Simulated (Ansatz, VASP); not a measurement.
# WC: VASP beside Ansatz

Contents of INCAR:

```
  ALGO = Normal
  EDIFF = 1E-6
  ENCUT = 520
  ISIF = 2
  ISMEAR = -1
  LASPH = True
  LCHARG = False
  LREAL = False
  LWAVE = False
  NBANDS = 16
  NELM = 60
  PREC = Accurate
  SIGMA = 0.05
```

Contents of KPOINTS:

```
k-points
0
Gamma
  10 10 9
```

File POSCAR:

```
WC
1.0
    2.8672181576      0.0000000000      0.0000000000
   -1.4336090788      2.4830837627      0.0000000000
    0.0000000000      0.0000000000      2.7982628680
W C
1 1
Direct
    0.0000000000      0.0000000000      0.0000000000
    0.6666666667      0.3333333333      0.5000000000
```

The input input.yaml:

```yaml
crystal:
  lattice:
    - [2.8672181576, 0.0, 0.0]
    - [-1.4336090788, 2.4830837627, 0.0]
    - [0.0, 0.0, 2.798262868]
  atoms:
    - { symbol: W, position: [0.0, 0.0, 0.0] }
    - { symbol: C, position: [0.6666666667, 0.3333333333, 0.5] }
kpoints:
  mp_grid: { grid: [10, 10, 9] }
scf:
  occupations: { method: fermi_dirac, width: 0.05 }
hamiltonian:
  xc: lda
  pseudopotentials: { kind: all_electron, lapw: { basis_error: 0.001 } }
output:
  forces: true
  stress: true
  eigenvalues: true
```

Change from the starting cell: volume scaled by 0.96.

Alike in both runs: task single point; functional LDA; k mesh 10 × 10 × 9; occupations fermi-dirac, width 0.05 eV; no spin polarisation.

```csv
,VASP,Ansatz
version,VASP 6.6.1,Ansatz 0.2.0
potentials or method,"VASP PAW LDA potentials, release 64 (W_sv, C), cutoff 520 eV","all-electron LAPW, scalar-relativistic"
```

```tsv
	VASP	Ansatz	Ansatz less VASP
gap on the k mesh at the Fermi level (eV)	none	none	-
pressure (GPa)	10.3	7.3	-2.92
traceless stress, the component that is largest in VASP (GPa)	0.39	0.02	-0.374
```

LDA's correlation is that of Perdew and Zunger in VASP and of Perdew and Wang (1992) in Ansatz. A gap of «none» marks a metal or a gap that the smearing closes. Ansatz ran all-electron here, and VASP with PAW potentials.

Neither program's run includes spin-orbit coupling.
